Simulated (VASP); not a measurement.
## CuO: single point with PBEsol+U

Crystal: CuO.

```
Cu O
1.0
     2.34465   -1.71340    0.00000
     2.34465    1.71340    0.00000
    -0.86055    0.00000    5.05944
Cu O
2 2
Direct
  0.00320 0.49680 0.00000
  0.49680 0.00320 0.50000
  0.57140 0.40560 0.25370
  0.40560 0.57140 0.75370
```

```json
{
  "Program": "VASP 6.6.1",
  "Task": "single point",
  "Functional": "PBEsol",
  "Potentials or basis": "VASP PAW PBE potentials, release 64 (Cu, O)",
  "Cutoff": "520 eV",
  "k mesh": "7 × 7 × 4",
  "Occupations": "gaussian, width 0.05 eV",
  "Spin": "collinear spin",
  "Starting moments": "[1.0, 1.0, 0.0, 0.0] μB",
  "Hubbard terms": "Cu d U = 6.0 eV, J = 0.7 eV"
}
```

The pressure is -5.1 GPa, the largest force is 0.743 eV/Å and the band gap on the k mesh is 0.52 eV (least direct gap 0.54 eV). The net moment is 2.00 μB per cell. The site moments are Cu +0.68; O +0.28 μB and the valence electrons inside the program's atomic spheres are Cu 9.93; O 4.97.

Forces on the atoms (eV/Å):
```
Cu  -0.640  0.263  0.271
Cu  -0.640 -0.263  0.271
O    0.640  0.199 -0.271
O    0.640 -0.199 -0.271
```

Stress tensor (GPa, compression positive):
```
-6.09  0.00  0.76
 0.00 -3.34  0.00
 0.76  0.00 -5.76
```

Levels at points of the mesh, in eV from the valence-band top:
Spin up:
```csv
k point,band 14,band 15,band 16,band 17,band 18,band 19,band 20,band 21,band 22,band 23
"(0.00, 0.00, 0.00)",-2.38,-2.37,-1.97,-0.53,-0.07,1.84,6.51,8.43,13.81,15.49
"(0.00, 0.00, 0.50)",-3.44,-1.75,-1.75,-0.69,-0.69,4.18,4.18,11.95,11.95,14.57
```
Spin down:
| k point | band 13 | band 14 | band 15 | band 16 | band 17 | band 18 | band 19 | band 20 |
| --- | --- | --- | --- | --- | --- | --- | --- | --- |
| (0.00, 0.00, 0.00) | -2.72 | -1.92 | -1.85 | -1.37 | 1.68 | 2.13 | 2.52 | 6.64 |
| (0.00, 0.00, 0.50) | -3.07 | -3.07 | -1.24 | -1.24 | 1.94 | 1.94 | 4.48 | 4.48 |

Eigenvalues of the final occupation matrices:
| site | spin | trace | eigenvalues |
| --- | --- | --- | --- |
| site 1 d | 1 | 4.93 | 0.96 0.97 0.98 0.98 1.03 |
| site 1 d | 2 | 4.25 | 0.37 0.95 0.97 0.97 0.98 |
| site 2 d | 1 | 4.93 | 0.96 0.97 0.98 0.98 1.03 |
| site 2 d | 2 | 4.25 | 0.37 0.95 0.97 0.97 0.98 |

Wall time 97 s on 1 thread of AMD EPYC 9R45 96-Core Processor (Zen 5) (shared host), peak memory 0.21 GiB.

Caveat: the cell stands under tension; semilocal functionals underestimate gaps, and a narrow one can read as zero; the PAW data sets were made with another functional, which shifts forces and pressure a little. A k mesh can miss the band edges.
